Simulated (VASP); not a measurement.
Wanted: the native input for a VASP 6.6.1 run.

- Task: single point
- Functional: PBE
- Potentials or basis: VASP PAW PBE potentials, release 64 (Ag, I)
- Cutoff: 500 eV
- k mesh: 6 × 6 × 4
- Occupations: gaussian, width 0.02 eV
- Spin: no spin polarisation
- Dipole correction: no
- Further INCAR settings: ALGO = Normal; EDIFF = 1e-06; NBANDS = 26

The structure of AgI lies in POSCAR:

```
AgI
1.0
    4.5456981873      0.0000000000      0.0000000000
   -2.2728490936      3.9366901081      0.0000000000
    0.0000000000      0.0000000000      7.7990329023
Ag I
2 2
Direct
    0.3333333333      0.6666666667      0.0066538623
    0.6666666667      0.3333333333      0.5066538623
    0.3333333333      0.6666666667      0.3732461377
    0.6666666667      0.3333333333      0.8732461377
```

This cell differs from its parent crystal: biaxial strain in the a-b plane: -3.0 %.

The input as run:

INCAR

```
SYSTEM = AgI
PREC = Accurate
ENCUT = 500
EDIFF = 1E-6
ISMEAR = 0
SIGMA = 0.02
LREAL = .False.
LASPH = .True.
NELM = 120
ALGO = Normal
ISIF = 2
LWAVE = .False.
LCHARG = .True.
GGA = PE
LELF = .True.
LVHAR = .True.
NBANDS = 26
GGA_COMPAT = .False.
```

KPOINTS

```
regular mesh
0
Gamma
  6 6 4
  0 0 0
```

Potentials or basis: VASP PAW PBE potentials, release 64 (Ag, I).

The run is started by

```console
$ cat potpaw_PBE.64/Ag/POTCAR potpaw_PBE.64/I/POTCAR > POTCAR
$ mpirun -np 1 vasp_std > vasp.out
```

It gave:

```json
{
 "Pressure": "1.2 GPa",
 "Largest force": "0.080 eV/Å",
 "Band gap on the k mesh": "1.32 eV"
}
```

Caveat: the cell differs from its parent crystal (biaxial strain in the a-b plane: -3.0 %); spin-orbit coupling is left out, which moves the levels of the heavy elements.

Wall time 34 s on 1 thread of Intel(R) Xeon(R) 6975P-C (Granite Rapids), with other jobs on the host, peak memory 0.29 GiB.
